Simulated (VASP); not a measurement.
Write the native input for VASP 6.6.1 that does the following.

```
Task                   : single point
Functional             : PBE
Potentials or basis    : VASP PAW PBE potentials, release 64 (Ba_sv)
Cutoff                 : 520 eV
k mesh                 : 12 × 12 × 12
Occupations            : gaussian, width 0.1 eV
Spin                   : no spin polarisation
Dipole correction      : no
Further INCAR settings : ALGO = Normal; EDIFF = 1e-06; NBANDS = 11
```

The structure of Ba lies in POSCAR:

```
Ba
1.0
    0.0000000000      3.1355880728      3.1355880728
    3.1355880728      0.0000000000      3.1355880728
    3.1355880728      3.1355880728      0.0000000000
Ba
1
Direct
    0.0000000000      0.0000000000      0.0000000000
```

This isn't the form of Ba at room conditions, which is bcc.

This cell differs from its parent crystal: strained.

These files were run (other wordings do the same):

INCAR

```
PREC = Accurate
ENCUT = 520
EDIFF = 1E-6
ISMEAR = 0
SIGMA = 0.1
LREAL = False
LASPH = True
NELM = 100
ALGO = Normal
ISIF = 2
LWAVE = False
LCHARG = True
GGA = PE
LELF = True
LVHAR = True
NBANDS = 11
```

KPOINTS

```
regular mesh
0
Gamma
  12 12 12
```

Potentials or basis: VASP PAW PBE potentials, release 64 (Ba_sv).

Run with:

```bash
$ cat potpaw_PBE.64/Ba_sv/POTCAR > POTCAR
$ mpirun -np 1 vasp_std > vasp.out
```

It gave:

```
Pressure               : 0.4 GPa
Band gap on the k mesh : zero (bands 5 and 6 overlap by 0.34 eV)
```

Caveat: the cell differs from its parent crystal (strained); spin-orbit coupling is left out, which moves the levels of the heavy elements.

Wall time 28 s on 1 thread of Intel(R) Xeon(R) Platinum 8259CL CPU @ 2.50GHz (Skylake/Cascade Lake), with other jobs on the host, peak memory 0.22 GiB.
